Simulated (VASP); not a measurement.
# GaN (C222_1) in VASP: notebook

The runs below take GaN through single point, with PBEsol.

Everything below comes from runs of VASP 6.6.1. Logs are shortened: lines on timing, memory, paths and dates and some standing lists are left out, and cuts for length are marked.

### 1 The cell of the first run

The structure is orthorhombic, space group C222_1 (No. 20). The conventional cell has a = 4.318 Å, b = 4.498 Å, c = 4.318 Å, α = 90.00°, β = 90.00°, γ = 90.00°. Within 2.4 Å of Ga (site symmetry 2) lie 4 N at 1.84 to 1.95 Å. Within 2.4 Å of N (site symmetry 2) lie 4 Ga at 1.84 to 1.95 Å.

### 2 Single point, PBEsol

INCAR reads:

```
SYSTEM = GaN
PREC     = Accurate       ! precision mode
ENCUT    = 520            ! plane-wave cutoff, eV
EDIFF    = 1E-6           ! SCF threshold, eV
ISMEAR   = 0              ! smearing method
SIGMA    = 0.05           ! smearing width, eV
LREAL    = .False.        ! projectors in reciprocal space
LASPH    = .True.         ! aspherical terms in the spheres
NELM     = 60             ! most SCF steps
ALGO     = Normal         ! electronic algorithm
ISIF     = 2              ! what is computed and relaxed
LWAVE    = .False.        ! write WAVECAR
LCHARG   = .False.        ! write CHGCAR
GGA      = PS             ! functional
NBANDS   = 26             ! bands
```

KPOINTS reads:

```
Automatic mesh
0
Gamma
  8 8 6
  0 0 0
```

POSCAR reads:

```
GaN
1.0
    0.0000000000     -2.2490913701     -2.1591277153
    0.0000000000      2.2490913701     -2.1591277153
    4.3182554305      0.0000000000      0.0000000000
Ga N
2 2
Direct
    0.4976558961      0.4976558961      0.5000000000
    0.0023441039      0.0023441039      0.0000000000
    0.0193411440      0.4806588560      0.2500000000
    0.4806588560      0.0193411440      0.7500000000
```

Potentials or basis: VASP PAW PBE potentials, release 64 (Ga_d, N).

Run with:

```console
> cat potpaw_PBE.64/Ga_d/POTCAR potpaw_PBE.64/N/POTCAR > POTCAR
> mpirun -np 1 vasp_std > vasp.out
```

OUTCAR:

```text
SYSTEM = GaN
   PREC = Accurate
   ENCUT = 520
   EDIFF = 1E-6
   ISMEAR = 0
   LREAL = .False.
   LASPH = .True.
   NELM = 60
   ISIF = 2
   GGA = PS

 ion  position               nearest neighbor table
   1  0.498  0.498  0.500-   3 1.84   4 1.84   3 1.95   4 1.95
   2  0.002  0.002  0.000-   3 1.84   4 1.84   3 1.95   4 1.95
   3  0.019  0.481  0.250-   1 1.84   2 1.84   2 1.95   1 1.95
   4  0.481  0.019  0.750-   1 1.84   2 1.84   2 1.95   1 1.95

  LATTYP: Found a base centered orthorhombic cell.
 ALAT       =     4.3182554306
 B/A-ratio  =     1.0416666667
 C/A-ratio  =     1.0000000000

  Lattice vectors:

 A1 = (   0.0000000000,  -2.2490913701,  -2.1591277153)
 A2 = (   0.0000000000,   2.2490913701,  -2.1591277153)
 A3 = (   4.3182554305,   0.0000000000,   0.0000000000)

Analysis of symmetry for initial positions (statically):
=====================================================================
 Subroutine PRICEL returns:
 Original cell was already a primitive cell.

 Routine SETGRP: Setting up the symmetry group for a
 base centered orthorhombic supercell.

 Subroutine GETGRP returns: Found  4 space group operations
 (whereof  2 operations were pure point group operations)
 out of a pool of  8 trial point group operations.

The static configuration has the point symmetry C_2 .
 The point group associated with its full space group is D_2 .

Analysis of symmetry for dynamics (positions and initial velocities):
=====================================================================
 Subroutine PRICEL returns:
 Original cell was already a primitive cell.

 Routine SETGRP: Setting up the symmetry group for a
 base centered orthorhombic supercell.

 Subroutine GETGRP returns: Found  4 space group operations
 (whereof  2 operations were pure point group operations)
 out of a pool of  8 trial point group operations.

The dynamic configuration has the point symmetry C_2 .
 The point group associated with its full space group is D_2 .

 Subroutine INISYM returns: Found  4 space group operations
 (whereof  2 operations are pure point group operations),
 and found     1 'primitive' translations

----------------------------------------------------------------------------------------

                                     Primitive cell

  volume of cell :      41.9395

  direct lattice vectors                    reciprocal lattice vectors
[... 90 lines left out ...]
   NELM   =     60;   NELMIN=  2; NELMDL= -5     # of ELM steps
   EDIFF  = 0.1E-05   stopping-criterion for ELM
   LREAL  =      F    real-space projection
   EDIFFG = 0.1E-04   stopping-criterion for IOM
   NSW    =      0    number of steps for IOM
   IBRION =     -1    ionic relax: 0-MD 1-quasi-New 2-CG
   NFREE  =      0    steps in history (QN), initial steepest desc. (CG)
   ISIF   =      2    stress and relaxation
   ISYM   =      2    0-nonsym 1-usesym 2-fastsym
   POTIM  = 0.5000    time-step for ionic-motion
   TEBEG  =    0.0;   TEEND  =   0.0 temperature during run
   PSTRESS=    0.0 pullay stress
   NELECT =      36.0000    total number of electrons
   NUPDOWN=      -1.0000    fix difference up-down
   EMIN   =  10.00;   EMAX   =-10.00  energy-range for DOS
   EFERMI =   0.00;   METHOD = LEGACY
   ISMEAR =     0;   SIGMA  =   0.05  broadening in eV -4-tet -1-fermi 0-gaus
   EFERMI_NEDOS =   21; number of points for ismear=-14 and -15
   IALGO  =     38    algorithm
   IMIX   =      4    mixing-type and parameters
     AMIX     =   0.40;   BMIX     =  1.00
     AMIX_MAG =   1.60;   BMIX_MAG =  1.00
  volume/ion in A,a.u.               =      10.48        70.76
  Fermi-wavevector in a.u.,A,eV,Ry     =   1.555850  2.940130 32.935208  2.420669
  Thomas-Fermi vector in A             =   2.659731
   LORBIT       =      0    0 simple, 1 ext, 2 COOP (PROOUT), +10 PAW based schemes
   GGA     = PS    functional components
   LHFCALC =     F    Hartree Fock is set to
   AEXX    =    0.0000 exact exchange contribution
   IVDW    =     0    specifies the selected vdW correction
   LEPSILON=     F    determine dielectric tensor
   LRPA    =     F    only Hartree local field effects (RPA)
 non-spin polarized calculation
 Gauss-broadening in eV      SIGMA  =   0.05
  energy-cutoff  :      520.00
  volume of cell :       41.94
 maximum number of plane-waves:      1144
   NGX = 11   NGY = 11   NGZ = 17

 number of electron      36.0000003 magnetization

 Free energy of the ion-electron system (eV)
  ---------------------------------------------------
  ext. energy  EPLUGINS =         0.00000000
  ---------------------------------------------------
  free energy    TOTEN  =       -25.84934736 eV

  energy without entropy =      -25.84934736  energy(sigma->0) =      -25.84934736

 E-fermi :   6.5463     XC(G=0): -12.3800

 val. band max:        6.2475809899   @ k =   0.0000   0.0000   0.0000
 cond. band min:       8.3618368977   @ k =   0.0000   0.0000   0.0000
 fundamental gap:      2.1142559078
 Fermi energy:         6.5462718126

 k-point     1 :       0.0000    0.0000    0.0000
  band No.  band energies     occupation
      1     -10.6016      2.00000
      2      -9.1199      2.00000
      3      -7.4117      2.00000
      4      -7.3765      2.00000
      5      -7.3693      2.00000
      6      -7.3091      2.00000
[... 685 lines left out ...]
     25      17.9013      0.00000
     26      19.3559      0.00000

 [... further k-points ...]

------------------------ aborting loop because EDIFF is reached ----------------------------------------

  FORCE on cell =-STRESS in cart. coord.  units (eV):
  Direction    XX          YY          ZZ          XY          YZ          ZX
  --------------------------------------------------------------------------------------
  -------------------------------------------------------------------------------------
  Total        5.8562263      3.9227954      5.6086858      0.0000000      0.0000000      0.0000000
  in kB      223.7199309    149.8588803    214.2633747      0.0000000      0.0000000      0.0000000
  external PRESSURE =     195.9473953 kB  Pullay stress =       0.0000000 kB

 VOLUME and BASIS-vectors are now :
 -----------------------------------------------------------------------------
  energy-cutoff  :      520.00
  volume of cell :       41.94
      direct lattice vectors                 reciprocal lattice vectors
     0.000000000 -2.249091370 -2.159127715     0.000000000 -0.222312000 -0.231575000
     0.000000000  2.249091370 -2.159127715     0.000000000  0.222312000 -0.231575000
     4.318255430  0.000000000  0.000000000     0.231575000  0.000000000  0.000000000

 POSITION                                       TOTAL-FORCE (eV/Angst)
 -----------------------------------------------------------------------------------
      2.15913      0.00000     -2.14901        -0.000000     -0.000000     -1.410263
      0.00000      0.00000     -0.01012        -0.000000     -0.000000      1.410263
      1.07956      1.03755     -1.07956         0.000000      2.034921     -0.000000
      3.23869     -1.03755     -1.07956        -0.000000     -2.034921     -0.000000
 -----------------------------------------------------------------------------------
    total drift:                               -0.000000      0.000000     -0.000000

  FREE ENERGIE OF THE ION-ELECTRON SYSTEM (eV)
  ---------------------------------------------------
  free  energy   TOTEN  =       -25.8493473640 eV

  energy  without entropy=      -25.8493473640  energy(sigma->0) =      -25.84934736
```

stdout:

```text
POSCAR found type information on POSCAR GaN
 POSCAR found :  2 types and       4 ions
 scaLAPACK will be used
 -----------------------------------------------------------------------------
|                                                                             |
|                                                                             |
|     You enforced a specific xc type in the INCAR file but a different       |
|     I HOPE YOU KNOW WHAT YOU ARE DOING!                                     |
|                                                                             |
 -----------------------------------------------------------------------------

 LDA part: xc-table for (Slater+PW92), standard interpolation
 POSCAR, INCAR and KPOINTS ok, starting setup
 FFT: planning ... GRIDC
 FFT: planning ... GRID_SOFT
 FFT: planning ... GRID
 WAVECAR not read
 entering main loop
```

Wall time 33 s (1 thread of AMD EPYC 9R45 (Zen 5), shared host); peak memory 0.17 GiB.

Results:

| Quantity | Value |
| --- | --- |
| Free energy | -25.8493 eV |
| Pressure | 19.6 GPa |
| Largest force | 2.035 eV/Å |
| Band gap on the k mesh | 2.11 eV |

Forces in eV/Å, atoms in the order of the input:
```
Ga   0.000  0.000 -1.410
Ga   0.000  0.000  1.410
N    0.000  2.035  0.000
N    0.000 -2.035  0.000
```

Caveat: the PAW data sets were made with another functional, which shifts forces and pressure a little.

### 3 Single point, PBEsol

INCAR reads:

```
PREC = Accurate
ENCUT = 520
EDIFF = 1E-7
ISMEAR = 0
SIGMA = 0.05
LREAL = False
LASPH = True
NELM = 60
ALGO = Normal
ISIF = 2
LWAVE = False
LCHARG = True
GGA = PS
LELF = True
LVHAR = True
NBANDS = 26
```

KPOINTS reads:

```
Automatic mesh
0
Gamma
  8 8 6
```

POSCAR reads:

```
GaN
1.0
    0.0000000000     -2.2490913701     -2.1591277153
    0.0000000000      2.2490913701     -2.1591277153
    4.3182554305      0.0000000000      0.0000000000
Ga N
2 2
Direct
    0.4992186320      0.4992186320      0.5000000000
    0.0007813680      0.0007813680      0.0000000000
    0.0064470480      0.4935529520      0.2500000000
    0.4935529520      0.0064470480      0.7500000000
```

Potentials or basis: VASP PAW PBE potentials, release 64 (Ga_d, N).

Run with:

```console
> cat potpaw_PBE.64/Ga_d/POTCAR potpaw_PBE.64/N/POTCAR > POTCAR
> mpirun -np 1 vasp_std > vasp.out
```

It took 36 s on 1 thread of AMD EPYC 9R45 (Zen 5), shared host; peak memory 0.17 GiB.

Results (log left out):

```
Free energy            : -26.0195 eV
Pressure               : 18.1 GPa
Largest force          : 0.679 eV/Å
Band gap on the k mesh : 2.16 eV
```

Forces in eV/Å, atoms in the order of the input:
```
Ga   0.000  0.000 -0.466
Ga   0.000  0.000  0.466
N    0.000  0.679  0.000
N    0.000 -0.679  0.000
```

Stress tensor (GPa, compression positive):
```
19.93  0.00  0.00
 0.00 14.45  0.00
 0.00  0.00 19.83
```

Levels at points of the mesh, in eV from the valence-band top:
```tsv
k point	band 14	band 15	band 16	band 17	band 18	band 19	band 20	band 21	band 22	band 23
(0.00, 0.00, 0.00)	-3.25	-3.23	-0.22	-0.01	0.00	2.16	3.08	6.75	10.61	10.63
(0.50, 0.00, 0.00)	-5.59	-3.69	-3.54	-1.40	-1.26	6.90	6.98	7.41	7.49	9.76
(0.50, 0.50, 0.00)	-6.47	-3.25	-3.23	-2.91	-2.90	3.07	3.39	6.75	7.45	11.73
(0.00, 0.00, 0.50)	-3.45	-1.88	-1.88	-1.77	-1.77	4.76	4.76	7.70	7.70	11.89
(0.50, 0.00, 0.50)	-7.79	-1.34	-1.34	-1.00	-1.00	5.03	5.03	8.98	8.98	10.38
(0.50, 0.50, 0.50)	-6.25	-4.25	-4.25	-4.17	-4.17	6.30	6.30	9.18	9.18	11.13
```

Caveat: the PAW data sets were made with another functional, which shifts forces and pressure a little.
